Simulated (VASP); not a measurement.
# SiC (Pmn2_1) in VASP: notebook

Runs on SiC. Level: PBE. Tasks: single point.

Program: VASP 6.6.1. These are calculated values, not measurements. Logs are shortened: lines on timing, memory, paths and dates and some standing lists are left out, and cuts for length are marked.

### Step 1. The cell of the first run

It takes space group Pmn2_1 (No. 31, orthorhombic). The conventional cell has a = 3.075 Å, b = 13.724 Å, c = 4.348 Å, α = 90.00°, β = 90.00°, γ = 90.00°. Si (site symmetry m) has 3 C at 1.88 Å within 2.5 Å. Within 2.5 Å of Si (site symmetry m) lie 4 C at 1.88 Å. Si (site symmetry m) has 4 C at 1.88 Å within 2.5 Å. C (site symmetry m) has 4 Si at 1.88 Å within 2.5 Å. Within 2.5 Å of C (site symmetry m) lie 4 Si at 1.88 Å. Within 2.5 Å of C (site symmetry m) lie 3 Si at 1.88 Å.

### Step 2. Single point, PBE (the distance across one plane changed)

INCAR reads:

```
SYSTEM = SiC
PREC = Accurate ; ENCUT = 520
EDIFF = 1E-6 ; ISMEAR = 0
SIGMA = 0.05 ; LREAL = .FALSE.
LASPH = .TRUE. ; NELM = 60
ALGO = Normal ; ISIF = 2
LWAVE = .FALSE. ; LCHARG = .FALSE.
GGA = PE ; NBANDS = 36
```

KPOINTS reads:

```
Automatic mesh
0
G
  6 9 3
  0 0 0
```

POSCAR reads:

```
SiC
1.0
    4.3480000000      0.0000000000      0.0000000000
    0.0000000000      2.1740000000     -2.1740000000
    0.0000000000      9.7039805153      9.7039805153
Si C
6 6
Direct
    0.0000000000      0.0000000000      0.6160761855
    0.5000000000      0.5000000000      0.0559967427
    0.0000000000      0.0000000000      0.1680126313
    0.5000000000      0.5000000000      0.2800285198
    0.0000000000      0.0000000000      0.3920444084
    0.5000000000      0.5000000000      0.5040602969
    0.7500000000      0.0000000000      0.2800285198
    0.2500000000      0.5000000000      0.3920444084
    0.7500000000      0.0000000000      0.5040602969
    0.2500000000      0.5000000000      0.6160761855
    0.7500000000      0.0000000000      0.0559967427
    0.2500000000      0.5000000000      0.1680126313
```

Potentials or basis: VASP PAW PBE potentials, release 64 (Si, C).

Command:

```bash
$ cat potpaw_PBE.64/Si/POTCAR potpaw_PBE.64/C/POTCAR > POTCAR
$ mpirun -np 1 vasp_std > vasp.out
```

OUTCAR:

```text
SYSTEM = SiC
   PREC = Accurate
   ENCUT = 520
   EDIFF = 1E-6
   ISMEAR = 0
   LREAL = .FALSE.
   LASPH = .TRUE.
   NELM = 60
   ISIF = 2
   GGA = PE

 ion  position               nearest neighbor table
   1  0.000  0.000  0.616-  10 1.88  10 1.88   9 1.88   5 3.07   6 3.07   6 3.07   6 3.07   6 3.07

   2  0.500  0.500  0.056-  11 1.88  11 1.88  12 1.88   4 3.07   3 3.07   3 3.07   3 3.07   3 3.07

   3  0.000  0.000  0.168-   7 1.88  12 1.88  12 1.88  11 1.88   4 3.07   4 3.07   4 3.07   4 3.07
                             5 3.07   2 3.07   2 3.07   2 3.07   2 3.07
   4  0.500  0.500  0.280-  12 1.88   7 1.88   7 1.88   8 1.88   3 3.07   3 3.07   3 3.07   3 3.07
                             2 3.07   6 3.07   5 3.07   5 3.07   5 3.07   5 3.07
   5  0.000  0.000  0.392-   9 1.88   8 1.88   8 1.88   7 1.88   6 3.07   6 3.07   6 3.07   6 3.07
                             3 3.07   1 3.07   4 3.07   4 3.07   4 3.07   4 3.07
   6  0.500  0.500  0.504-   8 1.88   9 1.88   9 1.88  10 1.88   5 3.07   5 3.07   5 3.07   5 3.07
                             4 3.07   1 3.07   1 3.07   1 3.07   1 3.07
   7  0.750  0.000  0.280-   3 1.88   4 1.88   4 1.88   5 1.88
   8  0.250  0.500  0.392-   6 1.88   5 1.88   5 1.88   4 1.88
   9  0.750  0.000  0.504-   5 1.88   6 1.88   6 1.88   1 1.88
  10  0.250  0.500  0.616-   1 1.88   1 1.88   6 1.88
  11  0.750  0.000  0.056-   2 1.88   2 1.88   3 1.88
  12  0.250  0.500  0.168-   4 1.88   3 1.88   3 1.88   2 1.88

  LATTYP: Found a simple orthorhombic cell.
 ALAT       =     3.0745002846
 B/A-ratio  =     1.4142135624
 C/A-ratio  =     4.4636524909

  Lattice vectors:

 A1 = (   0.0000000000,  -2.1740000000,   2.1740000000)
 A2 = (   4.3480000000,   0.0000000000,   0.0000000000)
 A3 = (   0.0000000000,   9.7039805153,   9.7039805153)

Analysis of symmetry for initial positions (statically):
=====================================================================
 Subroutine PRICEL returns:
 Original cell was already a primitive cell.

 Routine SETGRP: Setting up the symmetry group for a
 simple orthorhombic supercell.

 Subroutine GETGRP returns: Found  4 space group operations
 (whereof  2 operations were pure point group operations)
 out of a pool of  8 trial point group operations.

The static configuration has the point symmetry C_1h.
 The point group associated with its full space group is C_2v.

Analysis of symmetry for dynamics (positions and initial velocities):
=====================================================================
 Subroutine PRICEL returns:
 Original cell was already a primitive cell.

 Routine SETGRP: Setting up the symmetry group for a
 simple orthorhombic supercell.

 Subroutine GETGRP returns: Found  4 space group operations
 (whereof  2 operations were pure point group operations)
 out of a pool of  8 trial point group operations.

The dynamic configuration has the point symmetry C_1h.
 The point group associated with its full space group is C_2v.

 Subroutine INISYM returns: Found  4 space group operations
 (whereof  2 operations are pure point group operations),
 and found     1 'primitive' translations

----------------------------------------------------------------------------------------

                                     Primitive cell

  volume of cell :     183.4548

  direct lattice vectors                    reciprocal lattice vectors
     4.348000000  0.000000000  0.000000000     0.229990800  0.000000000  0.000000000
     0.000000000  2.174000000 -2.174000000     0.000000000  0.229990800 -0.229990800
     0.000000000  9.703980515  9.703980515     0.000000000  0.051525248  0.051525248

  length of vectors
     4.348000000  3.074500285 13.723500854     0.229990800  0.325256109  0.072867704

  position of ions in fractional coordinates (direct lattice)
     0.000000000  0.000000000  0.616076185
     0.500000000  0.500000000  0.055996743
     0.000000000  0.000000000  0.168012631
     0.500000000  0.500000000  0.280028520
     0.000000000  0.000000000  0.392044408
     0.500000000  0.500000000  0.504060297
     0.750000000  0.000000000  0.280028520
     0.250000000  0.500000000  0.392044408
     0.750000000  0.000000000  0.504060297
     0.250000000  0.500000000  0.616076185
     0.750000000  0.000000000  0.055996743
     0.250000000  0.500000000  0.168012631

  ion indices of the primitive-cell ions
   primitive index   ion index
                 1           1
                 2           2
                 3           3
                 4           4
                 5           5
                 6           6
                 7           7
                 8           8
                 9           9
                10          10
                11          11
                12          12

----------------------------------------------------------------------------------------

 KPOINTS: Automatic mesh

Automatic generation of k-mesh.
 Grid dimensions read from file:
 generate k-points for:    6    9    3

 Generating k-lattice:

  Cartesian coordinates                     Fractional coordinates (reciprocal lattice)
     0.038331800  0.000000000  0.000000000     0.166666667  0.000000000  0.000000000
     0.000000000  0.025554533 -0.025554533     0.000000000  0.111111111  0.000000000
     0.000000000  0.017175083  0.017175083     0.000000000  0.000000000  0.333333333

  Length of vectors
     0.038331800  0.036139568  0.024289235

  Shift w.r.t. Gamma in fractional coordinates (k-lattice)
     0.000000000  0.000000000  0.000000000

 Subroutine IBZKPT returns following result:
 ===========================================

 Found     40 irreducible k-points:

 Following reciprocal coordinates:
            Coordinates               Weight
  0.000000  0.000000  0.000000      1.000000
  0.166667  0.000000  0.000000      2.000000
  0.333333  0.000000  0.000000      2.000000
  0.500000  0.000000  0.000000      1.000000
  0.000000  0.111111  0.000000      2.000000
  0.166667  0.111111  0.000000      4.000000
[... 16 lines left out ...]
  0.333333  0.000000  0.333333      4.000000
  0.500000  0.000000  0.333333      2.000000
 [... further k-points ...]
   k-points           NKPTS =     40   k-points in BZ     NKDIM =     40   number of bands    NBANDS=     36
   number of dos      NEDOS =    301   number of ions     NIONS =     12
   total plane-waves  NPLWV =  82944
   dimension x,y,z NGX =    32 NGY =   24 NGZ =  108
   dimension x,y,z NGXF=    64 NGYF=   48 NGZF=  216
   ions per type =               6   6
   NGX,Y,Z   is equivalent  to a cutoff of  12.24, 12.98, 13.08 a.u.
   NGXF,Y,Z  is equivalent  to a cutoff of  24.47, 25.95, 26.17 a.u.
 SYSTEM =  SiC
   PREC   = accura    normal or accurate (medium, high low for compatibility)
   ISTART =      0    job   : 0-new  1-cont  2-samecut
   ICHARG =      2    charge: 1-file 2-atom 10-const
   ISPIN  =      1    spin polarized calculation?
   LNONCOLLINEAR =      F non collinear calculations
   LSORBIT =      F    spin-orbit coupling
   LASPH  =      T    aspherical Exc in radial PAW
   ENCUT  =  520.0 eV  38.22 Ry    6.18 a.u.   8.08  5.72 25.52*2*pi/ulx,y,z
   NELM   =     60;   NELMIN=  2; NELMDL= -5     # of ELM steps
   EDIFF  = 0.1E-05   stopping-criterion for ELM
   LREAL  =      F    real-space projection
   EDIFFG = 0.1E-04   stopping-criterion for IOM
   NSW    =      0    number of steps for IOM
   IBRION =     -1    ionic relax: 0-MD 1-quasi-New 2-CG
   NFREE  =      0    steps in history (QN), initial steepest desc. (CG)
   ISIF   =      2    stress and relaxation
   ISYM   =      2    0-nonsym 1-usesym 2-fastsym
   POTIM  = 0.5000    time-step for ionic-motion
   TEBEG  =    0.0;   TEEND  =   0.0 temperature during run
   PSTRESS=    0.0 pullay stress
   NELECT =      48.0000    total number of electrons
   NUPDOWN=      -1.0000    fix difference up-down
   EMIN   =  10.00;   EMAX   =-10.00  energy-range for DOS
   EFERMI =   0.00;   METHOD = LEGACY
   ISMEAR =     0;   SIGMA  =   0.05  broadening in eV -4-tet -1-fermi 0-gaus
   EFERMI_NEDOS =   21; number of points for ismear=-14 and -15
   IALGO  =     38    algorithm
   IMIX   =      4    mixing-type and parameters
     AMIX     =   0.40;   BMIX     =  1.00
     AMIX_MAG =   1.60;   BMIX_MAG =  1.00
  volume/ion in A,a.u.               =      15.29       103.17
  Fermi-wavevector in a.u.,A,eV,Ry     =   1.047078  1.978690 14.917043  1.096372
  Thomas-Fermi vector in A             =   2.181943
   LORBIT       =      0    0 simple, 1 ext, 2 COOP (PROOUT), +10 PAW based schemes
   GGA     = PE    functional components
   LHFCALC =     F    Hartree Fock is set to
   AEXX    =    0.0000 exact exchange contribution
   IVDW    =     0    specifies the selected vdW correction
   LEPSILON=     F    determine dielectric tensor
   LRPA    =     F    only Hartree local field effects (RPA)
 non-spin polarized calculation
 Gauss-broadening in eV      SIGMA  =   0.05
  energy-cutoff  :      520.00
  volume of cell :      183.45
 maximum number of plane-waves:      5004
   NGX = 17   NGY = 11   NGZ = 51

 number of electron      48.0000002 magnetization

 Free energy of the ion-electron system (eV)
  ---------------------------------------------------
  ext. energy  EPLUGINS =         0.00000000
  ---------------------------------------------------
  free energy    TOTEN  =       -84.20294425 eV

  energy without entropy =      -84.20294424  energy(sigma->0) =      -84.20294424

 E-fermi :   4.3626     XC(G=0):  -8.8147

 val. band max:        4.1804511811   @ k =   0.5000   0.3333   0.0000
 cond. band min:       4.5389534001   @ k =   0.0000   0.4444   0.3333
 fundamental gap:      0.3585022190
 Fermi energy:         4.3625509695

 k-point     1 :       0.0000    0.0000    0.0000
  band No.  band energies     occupation
      1     -11.5565      2.00000
      2     -10.5564      2.00000
      3      -9.1198      2.00000
      4      -7.5346      2.00000
      5      -6.6420      2.00000
      6      -6.5455      2.00000
[... 925 lines left out ...]
     35      11.0967      0.00000
     36      11.0973      0.00000

 [... further k-points ...]

------------------------ aborting loop because EDIFF is reached ----------------------------------------

  FORCE on cell =-STRESS in cart. coord.  units (eV):
  Direction    XX          YY          ZZ          XY          YZ          ZX
  --------------------------------------------------------------------------------------
  -------------------------------------------------------------------------------------
  Total       -3.5366931     -0.3779290     -0.3779290      0.0000000     -0.6913206      0.0000000
  in kB      -30.8872306     -3.3005916     -3.3005916      0.0000000     -6.0375552      0.0000000
  external PRESSURE =     -12.4961380 kB  Pullay stress =       0.0000000 kB

 VOLUME and BASIS-vectors are now :
 -----------------------------------------------------------------------------
  energy-cutoff  :      520.00
  volume of cell :      183.45
      direct lattice vectors                 reciprocal lattice vectors
     4.348000000  0.000000000  0.000000000     0.229990800  0.000000000  0.000000000
     0.000000000  2.174000000 -2.174000000     0.000000000  0.229990800 -0.229990800
     0.000000000  9.703980515  9.703980515     0.000000000  0.051525248  0.051525248

 POSITION                                       TOTAL-FORCE (eV/Angst)
 -----------------------------------------------------------------------------------
      0.00000      5.97839      5.97839         2.818283     -1.117839     -1.117839
      2.17400      1.63039     -0.54361         2.818283      1.117839      1.117839
      0.00000      1.63039      1.63039        -0.328711     -0.704003     -0.704003
      2.17400      3.80439      1.63039         0.326290      0.008509      0.008509
      0.00000      3.80439      3.80439         0.326290     -0.008509     -0.008509
      2.17400      5.97839      3.80439        -0.328711      0.704003      0.704003
      3.26100      2.71739      2.71739        -0.101952      0.188544      0.188544
      1.08700      4.89139      2.71739        -0.101952     -0.188544     -0.188544
      3.26100      4.89139      4.89139        -0.915389      0.326518      0.326518
      1.08700      7.06539      4.89139        -1.798520      0.455225      0.455225
      3.26100      0.54339      0.54339        -1.798520     -0.455225     -0.455225
      1.08700      2.71739      0.54339        -0.915389     -0.326518     -0.326518
 -----------------------------------------------------------------------------------
    total drift:                                0.000122     -0.000000     -0.000000

  FREE ENERGIE OF THE ION-ELECTRON SYSTEM (eV)
  ---------------------------------------------------
  free  energy   TOTEN  =       -84.2029442470 eV

  energy  without entropy=      -84.2029442407  energy(sigma->0) =      -84.20294424
```

It took 7.3 min on 1 thread of Intel Xeon 8259CL, shared host; peak memory 0.39 GiB.

What came out:

```yaml
Free_energy: -84.2029 eV
Pressure: -1.2 GPa
Largest_force: 3.231 eV/Å
Band_gap_on_the_k_mesh: 0.36 eV (least direct gap 0.49 eV)
```

Forces in eV/Å, atoms in the order of the input:
```
Si   2.818 -1.118 -1.118
Si   2.818  1.118  1.118
Si  -0.329 -0.704 -0.704
Si   0.326  0.009  0.009
Si   0.326 -0.009 -0.009
Si  -0.329  0.704  0.704
C   -0.102  0.189  0.189
C   -0.102 -0.189 -0.189
C   -0.915  0.327  0.327
C   -1.799  0.455  0.455
C   -1.799 -0.455 -0.455
C   -0.915 -0.327 -0.327
```

Caveat: the cell differs from its parent crystal (the distance across one plane changed); semilocal functionals underestimate gaps, and a narrow one can read as zero; forces of over 1 eV/Å act on the atoms, so gaps and moduli don't describe the material at rest. A k mesh can miss the band edges.

### Step 3. Single point, PBE (the distance across one plane changed)

INCAR reads:

```
SYSTEM = SiC
ALGO     = Normal         ! electronic algorithm
EDIFF    = 1E-7           ! SCF threshold, eV
ENCUT    = 520            ! plane-wave cutoff, eV
GGA      = PE             ! functional
ISIF     = 2              ! what is computed and relaxed
ISMEAR   = 0              ! smearing method
LASPH    = .True.         ! aspherical terms in the spheres
LCHARG   = .True.         ! write CHGCAR
LELF     = .True.         ! ELF
LREAL    = .False.        ! projectors in reciprocal space
LVHAR    = .True.       
LWAVE    = .False.        ! write WAVECAR
NBANDS   = 36             ! bands
NELM     = 100            ! most SCF steps
PREC     = Accurate       ! precision mode
SIGMA    = 0.05           ! smearing width, eV
```

KPOINTS reads:

```
k-points
0
Gamma
  6 9 3
  0 0 0
```

POSCAR reads:

```
SiC
1.0
    4.3480000000      0.0000000000      0.0000000000
    0.0000000000      2.1740000000     -2.1740000000
    0.0000000000     10.7646406871     10.7646406871
Si C
6 6
Direct
    0.0000000000      0.0000000000      0.5553730472
    0.5000000000      0.5000000000      0.0504792789
    0.0000000000      0.0000000000      0.1514580326
    0.5000000000      0.5000000000      0.2524367862
    0.0000000000      0.0000000000      0.3534155399
    0.5000000000      0.5000000000      0.4543942935
    0.7500000000      0.0000000000      0.2524367862
    0.2500000000      0.5000000000      0.3534155399
    0.7500000000      0.0000000000      0.4543942935
    0.2500000000      0.5000000000      0.5553730472
    0.7500000000      0.0000000000      0.0504792789
    0.2500000000      0.5000000000      0.1514580326
```

Potentials or basis: VASP PAW PBE potentials, release 64 (Si, C).

Command:

```bash
$ cat potpaw_PBE.64/Si/POTCAR potpaw_PBE.64/C/POTCAR > POTCAR
$ mpirun -np 1 vasp_std > vasp.out
```

It took 9.3 min on 1 thread of Intel Xeon 8259CL, shared host; peak memory 0.42 GiB.

Results (log left out):

```yaml
Free_energy: -84.1974 eV
Pressure: -1.1 GPa
Largest_force: 3.233 eV/Å
Band_gap_on_the_k_mesh: 0.36 eV (least direct gap 0.50 eV)
```

Forces in eV/Å, atoms in the order of the input:
```
Si   2.817 -1.121 -1.121
Si   2.817  1.121  1.121
Si  -0.328 -0.704 -0.704
Si   0.326  0.008  0.008
Si   0.326 -0.008 -0.008
Si  -0.328  0.704  0.704
C   -0.102  0.188  0.188
C   -0.102 -0.188 -0.188
C   -0.915  0.326  0.326
C   -1.798  0.453  0.453
C   -1.798 -0.453 -0.453
C   -0.915 -0.326 -0.326
```

Stress tensor (GPa, compression positive):
```
-2.80  0.00  0.00
 0.00 -0.28 -0.53
 0.00 -0.53 -0.28
```

Levels at points of the mesh, in eV from the valence-band top:
```
           k point  band 21  band 22  band 23  band 24  band 25  band 26  band 27  band 28
(0.00, 0.00, 0.00)    -0.67    -0.49    -0.48    -0.20     1.14     1.50     1.84     3.02
(0.50, 0.00, 0.00)    -1.13    -1.13    -0.35    -0.35     0.78     0.78     4.23     4.23
```

Caveat: the cell differs from its parent crystal (the distance across one plane changed); semilocal functionals underestimate gaps, and a narrow one can read as zero; forces of over 1 eV/Å act on the atoms, so gaps and moduli don't describe the material at rest. A k mesh can miss the band edges.
